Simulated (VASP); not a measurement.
Write the native input for VASP 6.6.1 that does the following.

- Task: single point
- Functional: r2SCAN
- Dispersion: D3(BJ)
- Potentials or basis: VASP PAW PBE potentials, release 64 (Sn_d, O)
- Cutoff: 520 eV
- k mesh: 7 × 7 × 6
- Occupations: fermi-dirac, width 0.05 eV
- Spin: no spin polarisation
- Dipole correction: no
- Further INCAR settings: ALGO = Normal; EDIFF = 1e-06; NBANDS = 28

SnO:

```xyz
4
Lattice="3.8639 0.0000 0.0000 0.0000 3.8639 0.0000 0.0000 0.0000 4.9512" Properties=species:S:1:pos:R:3 pbc="T T T"
Sn    1.9319    0.0000    3.7858
Sn    0.0000    1.9319    1.1654
O     0.0000    0.0000    0.0000
O     1.9319    1.9319    0.0000
```

One way to write it, as run:

POSCAR

```
SnO
1.0
    3.8638811754      0.0000000000      0.0000000000
    0.0000000000      3.8638811754      0.0000000000
    0.0000000000      0.0000000000      4.9512221655
Sn O
2 2
Direct
    0.5000000000      0.0000000000      0.7646261400
    0.0000000000      0.5000000000      0.2353738600
    0.0000000000      0.0000000000      0.0000000000
    0.5000000000      0.5000000000      0.0000000000
```

INCAR.step1

```
SYSTEM = SnO
  PREC = Accurate
  ENCUT = 520
  ISMEAR = -1
  SIGMA = 0.05
  LREAL = .False.
  LASPH = .True.
  NELM = 80
  NBANDS = 28
  GGA = PE
  ALGO = Normal
  EDIFF = 1E-4
  LWAVE = .True.
  LCHARG = .False.
```

INCAR.step2

```
SYSTEM = SnO
  PREC = Accurate
  ENCUT = 520
  EDIFF = 1E-6
  ISMEAR = -1
  SIGMA = 0.05
  LREAL = .False.
  LASPH = .True.
  NELM = 80
  ALGO = Normal
  ISIF = 2
  LWAVE = .False.
  LCHARG = .False.
  METAGGA = R2SCAN
  LMIXTAU = .True.
  IVDW = 12
  VDW_S6 = 1.0
  VDW_S8 = 0.78981345
  VDW_A1 = 0.49484001
  VDW_A2 = 5.73083694
  NBANDS = 28
  ISTART = 1
```

KPOINTS

```
regular mesh
0
Gamma
  7 7 6
  0 0 0
```

Potentials or basis: VASP PAW PBE potentials, release 64 (Sn_d, O).

Command:

```console
$ cat potpaw_PBE.64/Sn_d/POTCAR potpaw_PBE.64/O/POTCAR > POTCAR
$ cp INCAR.step1 INCAR
$ mpirun -np 1 vasp_std > vasp.out
$ cp INCAR.step2 INCAR
$ mpirun -np 1 vasp_std > vasp.out
```

Results of the run:

```yaml
Pressure: -4.4 GPa
Largest_force: 0.520 eV/Å
Band_gap_on_the_k_mesh: 0.66 eV (least direct gap 2.33 eV)
Dispersion_energy_per_atom: -0.105 eV
```

Caveat: the cell stands under tension; the PAW data sets were made with another functional, which shifts forces and pressure a little; spin-orbit coupling is left out, which moves the levels of the heavy elements; an odd mesh through Γ misses points on the zone boundary, where band edges can lie.

It took 5.7 min on 1 thread of Intel(R) Xeon(R) Platinum 8259CL CPU @ 2.50GHz (Skylake/Cascade Lake), with other jobs on the host, peak memory 0.24 GiB.
